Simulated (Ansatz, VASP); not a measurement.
Two plane-wave programs on Se

Contents of INCAR:

```
AGGAC = 1.0 ; AGGAX = 1.0
ALDAC = 0.0 ; ALDAX = 1.0
ALGO = Normal ; EDIFF = 1E-6
ENCUT = 520 ; GGA = B5
ISIF = 2 ; ISMEAR = -1
LASPH = T ; LCHARG = F
LREAL = F ; LWAVE = F
NBANDS = 13 ; NELM = 80
PREC = Accurate ; SIGMA = 0.1
```

The input KPOINTS:

```
k-points
0
Gamma
  11 11 9
```

POSCAR

```
Se
1.0
    3.8313862792      0.0000000000      0.0000000000
   -1.9156931396      3.3180778495      0.0000000000
    0.0000000000      0.0000000000      3.8945054369
Se
2
Direct
    0.3333333333      0.6666666667      0.2500000000
    0.6666666667      0.3333333333      0.7500000000
```

Input for Ansatz:

```yaml
crystal:
  lattice:
    - [3.8313862792, 0.0, 0.0]
    - [-1.9156931396, 3.3180778495, 0.0]
    - [0.0, 0.0, 3.8945054369]
  atoms:
    - { symbol: Se, position: [0.3333333333, 0.6666666667, 0.25] }
    - { symbol: Se, position: [0.6666666667, 0.3333333333, 0.75] }
hamiltonian:
  xc: blyp
  pseudopotentials:
    kind: paw
    azcp:
      Se: "pseudopotentials/Se.paw.azcp"
basis:
  ecutwfc: 420
  fft_grid_basis: typed
kpoints:
  mp_grid: { grid: [11, 11, 9], shift: [0, 0, 0] }
magnetization:
  spin_polarized: false
scf:
  occupations: { method: fermi_dirac, width: 0.1 }
  lower_state_search: "off"
output:
  stress: true
```

Alike in both runs: task single point; functional BLYP; k mesh 11 × 11 × 9; occupations fermi-dirac, width 0.1 eV; no spin polarisation.

```csv
,VASP,Ansatz
version,VASP 6.6.1,Ansatz 0.2.0
potentials or method,"VASP PAW PBE potentials, release 64 (Se), cutoff 520 eV","plane waves (420 eV) with PAW, scalar-relativistic"
valence electrons in the cell,12,32
```

|  | VASP | Ansatz | Ansatz less VASP |
| --- | --- | --- | --- |
| pressure (GPa) | 0.1 | -0.1 | -0.14 |
| traceless stress, the component that is largest in VASP (GPa) | -0.53 | -0.58 | -0.050 |

VASP's potentials were made for PBE, not for BLYP. VASP's potentials hold 12 valence electrons a cell and Ansatz's 32, so a difference there can come from the potentials and not from the codes.
